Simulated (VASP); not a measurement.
ReHg2Sb2:

```
CELL_PARAMETERS angstrom
4.73190 0.00000 0.00000
0.00000 4.73190 0.00000
0.00000 0.00000 6.41868
ATOMIC_POSITIONS crystal
Re 0.00000 0.00000 0.00000
Hg 0.00000 0.50000 0.50000
Hg 0.50000 0.00000 0.50000
Sb 0.50000 0.50000 0.24000
Sb 0.50000 0.50000 0.76000
```

* Program: VASP 6.6.1
* Task: relaxation of cell and atoms
* Functional: PBE
* Potentials or basis: VASP PAW PBE potentials, release 64 (Re, Hg, Sb)
* Cutoff: 600 eV
* k mesh: 4 × 4 × 4
* Occupations: gaussian, width 0.1 eV
* Spin: no spin polarisation

At the start: pressure -1.6 GPa; volume 28.74 Å³/atom.

Question: How do energy, volume and symmetry change on relaxing?

Answer: Over 30 steps the energy falls by 985.0 meV/atom and the volume is 25.90 Å³/atom (-9.9 %); space group P4/mmm (No. 123, to 0.05 Å).

The path:
| step | energy change (eV) | largest force (eV/Å) | pressure (GPa) | volume (Å³) |
| --- | --- | --- | --- | --- |
| 1 | 0.0000 | 1.9824 | -1.64 | 143.72 |
| 2 | -0.5191 | 1.5035 | -1.30 | 137.62 |
| 3 | -1.4377 | 3.8542 | 6.16 | 119.57 |
| 4 | -1.3823 | 0.4809 | 1.53 | 126.30 |
| 5 | -1.4897 | 1.8602 | 3.41 | 123.01 |
| 6 | -1.6175 | 2.1835 | 3.69 | 122.23 |
| 7 | -1.9593 | 3.3318 | 5.00 | 119.79 |
| 8 | -2.2831 | 6.4443 | 10.11 | 114.49 |
| 9 | -2.6396 | 6.1141 | 10.11 | 114.24 |
| 10 | -3.3445 | 5.3458 | 12.06 | 113.03 |
| 11 | -3.0897 | 5.5890 | 24.10 | 108.73 |
| 12 | -3.4636 | 5.4271 | 17.69 | 110.87 |
| 13 | -3.9963 | 3.8667 | 12.90 | 114.06 |
| 14 | -4.7555 | 1.0093 | 2.53 | 123.39 |
| 15 | -4.8292 | 0.4335 | -0.17 | 126.80 |
| 16 | -4.8366 | 0.1856 | -1.25 | 128.40 |
| 17 | -4.8541 | 0.1457 | -1.00 | 128.01 |
| 18 | -4.8923 | 0.0002 | -0.21 | 126.80 |
| 19 | -4.8801 | 0.3958 | 1.91 | 124.34 |
| 20 | -4.9033 | 0.1549 | 0.53 | 125.85 |
| 21 | -4.9034 | 0.1691 | 0.60 | 125.76 |
| 22 | -4.9066 | 0.1973 | 0.41 | 126.21 |
| 23 | -4.9123 | 0.2835 | -0.14 | 127.57 |
| 24 | -4.9080 | 0.4471 | -1.10 | 130.28 |
| 25 | -4.9133 | 0.3287 | -0.42 | 128.33 |
| 26 | -4.9165 | 0.2830 | -0.32 | 128.44 |
| 27 | -4.9220 | 0.1738 | -0.08 | 128.72 |
| 28 | -4.9234 | 0.0603 | 0.51 | 129.26 |
| 29 | -4.9245 | 0.0352 | 0.27 | 129.04 |
| 30 | -4.9251 | 0.0122 | 0.07 | 129.51 |

Final structure:
```yaml
crystal:
  lattice:
    - [3.69422, 0.00000, 0.00000]
    - [0.00000, 3.69422, 0.00000]
    - [0.00000, 0.00000, 9.48988]
  atoms:
    - { symbol: Re, position: [0.00000, 0.00000, 0.00000] }
    - { symbol: Hg, position: [0.00000, 0.50000, 0.50000] }
    - { symbol: Hg, position: [0.50000, 0.00000, 0.50000] }
    - { symbol: Sb, position: [0.50000, 0.50000, 0.15804] }
    - { symbol: Sb, position: [0.50000, 0.50000, 0.84196] }
```
